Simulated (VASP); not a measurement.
# Ta2AlN2 (Cmmm) in VASP: single point with PBE

Aim: the single point of Ta2AlN2 with PBE.

All numbers are computed with VASP 6.6.1; they aren't measurements. Logs are shortened: lines on timing, memory, paths and dates and some standing lists are left out, and cuts for length are marked.

## Step 1: The cell of the first run

It takes space group Cmmm (No. 65, orthorhombic). Conventional cell: a = 5.394 Å, b = 5.477 Å, c = 5.273 Å, α = 90.00°, β = 90.00°, γ = 90.00°. Ta (site symmetry mmm) has 4 Ta at 2.70 to 2.74 Å and 4 N at 2.71 Å within 3.6 Å. Ta (site symmetry mmm) has 2 Al at 2.64 Å and 4 Ta at 2.70 to 2.74 Å and 4 N at 3.39 Å within 3.5 Å. Within 2.8 Å of Al (site symmetry mmm) lie 6 N at 2.13 to 2.77 Å and 2 Ta at 2.64 Å. N (site symmetry m2m) has 1 N at 1.22 Å within 1.6 Å.

The cell was generated, and may not be a known phase.

## Step 2: Single point, PBE

Input file INCAR:

```
PREC = Accurate
ENCUT = 700
EDIFF = 1E-6
ISMEAR = 0
SIGMA = 0.1
LREAL = False
LASPH = True
NELM = 120
ALGO = Normal
ISIF = 2
LWAVE = False
LCHARG = False
GGA = PE
NBANDS = 28
GGA_COMPAT = False
```

Input file KPOINTS:

```
regular mesh
0
Gamma
  4 4 4
```

Input file POSCAR:

```
Ta2AlN2
1.0
    2.6971601102     -2.7383877710      0.0000000000
    2.6971601102      2.7383877710      0.0000000000
    0.0000000000      0.0000000000      5.2727822353
Ta Al N
2 1 2
Direct
    0.0000000000      0.0000000000      0.0000000000
    0.5000000000      0.5000000000      0.0000000000
    0.5000000000      0.5000000000      0.5000000000
    0.1114076707      0.8885923293      0.5000000000
    0.8885923293      0.1114076707      0.5000000000
```

Potentials or basis: VASP PAW PBE potentials, release 64 (Ta_sv_GW, Al, N).

Started as:

```bash
$ cat potpaw_PBE.64/Ta_sv_GW/POTCAR potpaw_PBE.64/Al/POTCAR potpaw_PBE.64/N/POTCAR > POTCAR
$ mpirun -np 1 vasp_std > vasp.out
```

OUTCAR:

```text
PREC = Accurate
   ENCUT = 700
   EDIFF = 1E-6
   ISMEAR = 0
   LREAL = False
   LASPH = True
   NELM = 120
   ISIF = 2
   GGA = PE

 ion  position               nearest neighbor table
   1  0.000  0.000  0.000-   2 2.70   2 2.70   2 2.74   2 2.74
   2  0.500  0.500  0.000-   3 2.64   3 2.64   1 2.70   1 2.70   1 2.74   1 2.74
   3  0.500  0.500  0.500-   4 2.13   5 2.13   2 2.64   2 2.64
   4  0.111  0.889  0.500-   5 1.22   3 2.13
   5  0.889  0.111  0.500-   4 1.22   3 2.13

  LATTYP: Found a base centered orthorhombic cell.
 ALAT       =     5.3943202204
 B/A-ratio  =     1.0152855815
 C/A-ratio  =     0.9774692676

  Lattice vectors:

 A1 = (   2.6971601102,  -2.7383877710,   0.0000000000)
 A2 = (   2.6971601102,   2.7383877710,   0.0000000000)
 A3 = (   0.0000000000,   0.0000000000,   5.2727822353)

Analysis of symmetry for initial positions (statically):
=====================================================================
 Subroutine PRICEL returns:
 Original cell was already a primitive cell.

 Routine SETGRP: Setting up the symmetry group for a
 base centered orthorhombic supercell.

 Subroutine GETGRP returns: Found  8 space group operations
 (whereof  8 operations were pure point group operations)
 out of a pool of  8 trial point group operations.

The static configuration has the point symmetry D_2h.

Analysis of symmetry for dynamics (positions and initial velocities):
=====================================================================
 Subroutine PRICEL returns:
 Original cell was already a primitive cell.

 Routine SETGRP: Setting up the symmetry group for a
 base centered orthorhombic supercell.

 Subroutine GETGRP returns: Found  8 space group operations
 (whereof  8 operations were pure point group operations)
 out of a pool of  8 trial point group operations.

The dynamic configuration has the point symmetry D_2h.

 Subroutine INISYM returns: Found  8 space group operations
 (whereof  8 operations are pure point group operations),
 and found     1 'primitive' translations

----------------------------------------------------------------------------------------

                                     Primitive cell

  volume of cell :      77.8882

  direct lattice vectors                    reciprocal lattice vectors
     2.697160110 -2.738387771  0.000000000     0.185380170 -0.182589188  0.000000000
     2.697160110  2.738387771  0.000000000     0.185380170  0.182589188  0.000000000
     0.000000000  0.000000000  5.272782235     0.000000000  0.000000000  0.189653195

  length of vectors
     3.843623322  3.843623322  5.272782235     0.260201113  0.260201113  0.189653195

  position of ions in fractional coordinates (direct lattice)
     0.000000000  0.000000000  0.000000000
     0.500000000  0.500000000  0.000000000
     0.500000000  0.500000000  0.500000000
     0.111407671  0.888592329  0.500000000
     0.888592329  0.111407671  0.500000000

  ion indices of the primitive-cell ions
   primitive index   ion index
                 1           1
                 2           2
                 3           3
                 4           4
                 5           5

----------------------------------------------------------------------------------------

 KPOINTS: regular mesh

Automatic generation of k-mesh.
 Grid dimensions read from file:
 generate k-points for:    4    4    4

 Generating k-lattice:

  Cartesian coordinates                     Fractional coordinates (reciprocal lattice)
     0.046345043 -0.045647297  0.000000000     0.250000000  0.000000000  0.000000000
     0.046345043  0.045647297  0.000000000     0.000000000  0.250000000  0.000000000
     0.000000000  0.000000000  0.047413299     0.000000000  0.000000000  0.250000000

  Length of vectors
     0.065050278  0.065050278  0.047413299

  Shift w.r.t. Gamma in fractional coordinates (k-lattice)
     0.000000000  0.000000000  0.000000000

 Subroutine IBZKPT returns following result:
 ===========================================

 Found     21 irreducible k-points:

 Following reciprocal coordinates:
            Coordinates               Weight
  0.000000  0.000000  0.000000      1.000000
  0.250000  0.000000  0.000000      4.000000
  0.500000  0.000000  0.000000      2.000000
  0.250000  0.250000  0.000000      2.000000
  0.500000  0.250000  0.000000      4.000000
 -0.250000  0.250000  0.000000      2.000000
[... 13 lines left out ...]
 -0.250000  0.250000  0.500000      2.000000
  0.500000  0.500000  0.500000      1.000000
   k-points           NKPTS =     21   k-points in BZ     NKDIM =     21   number of bands    NBANDS=     28
   number of dos      NEDOS =    301   number of ions     NIONS =      5
   total plane-waves  NPLWV =  62208
   dimension x,y,z NGX =    36 NGY =   36 NGZ =   48
   dimension x,y,z NGXF=    72 NGYF=   72 NGZF=   96
   ions per type =               2   1   2
   NGX,Y,Z   is equivalent  to a cutoff of  15.57, 15.57, 15.13 a.u.
   NGXF,Y,Z  is equivalent  to a cutoff of  31.14, 31.14, 30.27 a.u.
 SYSTEM =  unknown system
   PREC   = accura    normal or accurate (medium, high low for compatibility)
   ISTART =      0    job   : 0-new  1-cont  2-samecut
   ICHARG =      2    charge: 1-file 2-atom 10-const
   ISPIN  =      1    spin polarized calculation?
   LNONCOLLINEAR =      F non collinear calculations
   LSORBIT =      F    spin-orbit coupling
   LASPH  =      T    aspherical Exc in radial PAW
   ENCUT  =  700.0 eV  51.45 Ry    7.17 a.u.   8.29  8.29 11.37*2*pi/ulx,y,z
   NELM   =    120;   NELMIN=  2; NELMDL= -5     # of ELM steps
   EDIFF  = 0.1E-05   stopping-criterion for ELM
   LREAL  =      F    real-space projection
   EDIFFG = 0.1E-04   stopping-criterion for IOM
   NSW    =      0    number of steps for IOM
   IBRION =     -1    ionic relax: 0-MD 1-quasi-New 2-CG
   NFREE  =      0    steps in history (QN), initial steepest desc. (CG)
   ISIF   =      2    stress and relaxation
   ISYM   =      2    0-nonsym 1-usesym 2-fastsym
   POTIM  = 0.5000    time-step for ionic-motion
   TEBEG  =    0.0;   TEEND  =   0.0 temperature during run
   PSTRESS=    0.0 pullay stress
   NELECT =      39.0000    total number of electrons
   NUPDOWN=      -1.0000    fix difference up-down
   EMIN   =  10.00;   EMAX   =-10.00  energy-range for DOS
   EFERMI =   0.00;   METHOD = LEGACY
   ISMEAR =     0;   SIGMA  =   0.10  broadening in eV -4-tet -1-fermi 0-gaus
   EFERMI_NEDOS =   21; number of points for ismear=-14 and -15
   IALGO  =     38    algorithm
   IMIX   =      4    mixing-type and parameters
     AMIX     =   0.40;   BMIX     =  1.00
     AMIX_MAG =   1.60;   BMIX_MAG =  1.00
  volume/ion in A,a.u.               =      15.58       105.12
  Fermi-wavevector in a.u.,A,eV,Ry     =   1.299988  2.456620 22.993406  1.689968
  Thomas-Fermi vector in A             =   2.431216
   LORBIT       =      0    0 simple, 1 ext, 2 COOP (PROOUT), +10 PAW based schemes
   GGA     = PE    functional components
   LHFCALC =     F    Hartree Fock is set to
   AEXX    =    0.0000 exact exchange contribution
   IVDW    =     0    specifies the selected vdW correction
   LEPSILON=     F    determine dielectric tensor
   LRPA    =     F    only Hartree local field effects (RPA)
 non-spin polarized calculation
 Gauss-broadening in eV      SIGMA  =   0.10
  energy-cutoff  :      700.00
  volume of cell :       77.89
 maximum number of plane-waves:      3318
 NGX is ok and might be reduce to    36
   NGX = 17   NGY = 17   NGZ = 23

 number of electron      39.0000000 magnetization

 Free energy of the ion-electron system (eV)
  ---------------------------------------------------
  ext. energy  EPLUGINS =         0.00000000
  ---------------------------------------------------
  free energy    TOTEN  =       -43.26862619 eV

  energy without entropy =      -43.25050885  energy(sigma->0) =      -43.25956752

 E-fermi :   7.7078     XC(G=0): -11.2555

 val. band max:        7.7013636895   @ k =   0.0000   0.0000   0.5000
 cond. band min:       7.7131966693   @ k =   0.0000   0.0000   0.2500
 fundamental gap:      0.0118329797
 Fermi energy:         7.7077932666

 k-point     1 :       0.0000    0.0000    0.0000
  band No.  band energies     occupation
      1     -60.6955      2.00000
      2     -59.8196      2.00000
      3     -27.4460      2.00000
      4     -27.2754      2.00000
      5     -27.2625      2.00000
      6     -26.2801      2.00000
[... 20 lines left out ...]
     27      12.8139      0.00000
     28      13.0975      0.00000

 k-point     2 :       0.2500    0.0000    0.0000
  band No.  band energies     occupation
      1     -60.6905      2.00000
      2     -59.8244      2.00000
      3     -27.4368      2.00000
      4     -27.1664      2.00000
      5     -27.1487      2.00000
      6     -26.2878      2.00000
[... 20 lines left out ...]
     27      11.7642      0.00000
     28      12.1581      0.00000

 k-point     3 :       0.5000    0.0000    0.0000
  band No.  band energies     occupation
      1     -60.6855      2.00000
      2     -59.8291      2.00000
      3     -27.4274      2.00000
      4     -27.0219      2.00000
      5     -26.9709      2.00000
      6     -26.4434      2.00000
[... 20 lines left out ...]
     27      10.5721      0.00000
     28      11.5709      0.00000

 k-point     4 :       0.2500    0.2500    0.0000
  band No.  band energies     occupation
      1     -60.6875      2.00000
      2     -59.8269      2.00000
      3     -27.4307      2.00000
      4     -27.3430      2.00000
      5     -26.9832      2.00000
      6     -26.3245      2.00000
[... 485 lines left out ...]
     27      10.8698      0.00000
     28      11.4420      0.00000

 k-point    20 :      -0.2500    0.2500    0.5000
  band No.  band energies     occupation
      1     -60.6882      2.00000
      2     -59.8260      2.00000
      3     -27.4356      2.00000
      4     -27.3471      2.00000
      5     -27.0251      2.00000
      6     -26.4301      2.00000
[... 20 lines left out ...]
     27      11.6973      0.00000
     28      11.9096      0.00000

 k-point    21 :       0.5000    0.5000    0.5000
  band No.  band energies     occupation
      1     -60.6847      2.00000
      2     -59.8281      2.00000
      3     -27.4277      2.00000
      4     -27.4235      2.00000
      5     -27.4187      2.00000
      6     -26.2938      2.00000
[... 20 lines left out ...]
     27      11.4591      0.00000
     28      11.6233      0.00000

------------------------ aborting loop because EDIFF is reached ----------------------------------------

  FORCE on cell =-STRESS in cart. coord.  units (eV):
  Direction    XX          YY          ZZ          XY          YZ          ZX
  --------------------------------------------------------------------------------------
  -------------------------------------------------------------------------------------
  Total       -0.1644661      0.1628331     -0.1239871     -0.0000000      0.0000000      0.0000000
  in kB       -3.3831058      3.3495129     -2.5504421     -0.0000000      0.0000000      0.0000000
  external PRESSURE =      -0.8613450 kB  Pullay stress =       0.0000000 kB

 VOLUME and BASIS-vectors are now :
 -----------------------------------------------------------------------------
  energy-cutoff  :      700.00
  volume of cell :       77.89
      direct lattice vectors                 reciprocal lattice vectors
     2.697160110 -2.738387771  0.000000000     0.185380170 -0.182589188  0.000000000
     2.697160110  2.738387771  0.000000000     0.185380170  0.182589188  0.000000000
     0.000000000  0.000000000  5.272782235     0.000000000  0.000000000  0.189653195

 POSITION                                       TOTAL-FORCE (eV/Angst)
 -----------------------------------------------------------------------------------
      0.00000      0.00000      0.00000        -0.000000     -0.000000      0.000000
      2.69716      0.00000      0.00000         0.000000     -0.000000      0.000000
      2.69716      0.00000      2.63639        -0.000000     -0.000000      0.000000
      2.69716      2.12823      2.63639        -0.000000     -0.344726     -0.000000
      2.69716     -2.12823      2.63639        -0.000000      0.344726      0.000000
 -----------------------------------------------------------------------------------
    total drift:                                0.000000      0.000000     -0.000000

  FREE ENERGIE OF THE ION-ELECTRON SYSTEM (eV)
  ---------------------------------------------------
  free  energy   TOTEN  =       -43.2686261878 eV

  energy  without entropy=      -43.2505088525  energy(sigma->0) =      -43.25956752
```

It took 2.1 min on 1 thread of Intel Xeon Platinum 8488C (Sapphire Rapids), shared host; peak memory 0.28 GiB.

Results:

| Property | Result |
| --- | --- |
| Free energy | -43.2686 eV |
| Pressure | -0.1 GPa |
| Largest force | 0.345 eV/Å |
| Band gap on the k mesh | zero (an odd number of electrons rules out a gap without spin polarisation) |

Forces on the atoms (eV/Å):
```
Ta   0.000  0.000  0.000
Ta   0.000  0.000  0.000
Al   0.000  0.000  0.000
N    0.000 -0.345  0.000
N    0.000  0.345  0.000
```

Stress tensor (GPa, compression positive):
```
-0.34  0.00  0.00
 0.00  0.33  0.00
 0.00  0.00 -0.26
```

Caveat: the k points lie up to 0.41 Å⁻¹ apart, too coarse for converged energies and pressures of a metal; the standard files for N, O and F lose accuracy on very short bonds; spin-orbit coupling is left out, which moves the levels of the heavy elements.
